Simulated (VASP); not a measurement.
Write the native input for VASP 6.6.1 that does the following.

```yaml
Task: electric field gradients
Functional: PBEsol
Potentials_or_basis: VASP PAW PBE potentials, release 64 (Bi_d)
Cutoff: 520 eV
k_mesh: 9 × 9 × 3
Occupations: fermi-dirac, width 0.03 eV
Spin: no spin polarisation
Dipole_correction: no
Further_INCAR_settings: ALGO = Normal; EDIFF = 1e-08; NBANDS = 22
```

The structure of Bi lies in POSCAR:

```
Bi
1.0
    4.5085362925      0.0000000000      0.0000000000
   -2.2542681463      3.9045069633      0.0000000000
    0.0000000000      0.0000000000     11.7496083461
Bi
2
Direct
    0.3333333333      0.6666666667      0.2500000000
    0.6666666667      0.3333333333      0.7500000000
```

This isn't the form of Bi at room conditions, which is rhombohedral.

One way to write it, as run:

INCAR

```
SYSTEM = Bi
PREC     = Accurate       ! precision mode
ENCUT    = 520            ! plane-wave cutoff, eV
EDIFF    = 1E-8           ! SCF threshold, eV
ISMEAR   = -1             ! smearing method
SIGMA    = 0.03           ! smearing width, eV
LREAL    = .False.        ! projectors in reciprocal space
LASPH    = .True.         ! aspherical terms in the spheres
NELM     = 60             ! most SCF steps
ALGO     = Normal         ! electronic algorithm
ISIF     = 2              ! what is computed and relaxed
LWAVE    = .False.        ! write WAVECAR
LCHARG   = .False.        ! write CHGCAR
GGA      = PS             ! functional
LEFG     = .True.       
NBANDS   = 22             ! bands
```

KPOINTS

```
regular mesh
0
Gamma
  9 9 3
  0 0 0
```

Potentials or basis: VASP PAW PBE potentials, release 64 (Bi_d).

The run is started by

```console
$ cat potpaw_PBE.64/Bi_d/POTCAR > POTCAR
$ mpirun -np 1 vasp_std > vasp.out
```

It gave:

| Item | Value |
| --- | --- |
| Pressure | -3.7 GPa |
| Band gap on the k mesh | zero (bands 15 and 16 overlap by 2.21 eV) |
| Largest electric field gradient by atom | Bi -121.3 V/Å² |

Caveat: the cell stands under tension; without QUAD_EFG the Cq values of the log hold for a quadrupole moment of 1 mb, not for the nuclei; the PAW data sets were made with another functional, which shifts forces and pressure a little; spin-orbit coupling is left out, which moves the levels of the heavy elements.

Wall time 67 s on 1 thread of Intel(R) Xeon(R) 6975P-C (Granite Rapids), with other jobs on the host, peak memory 0.35 GiB.
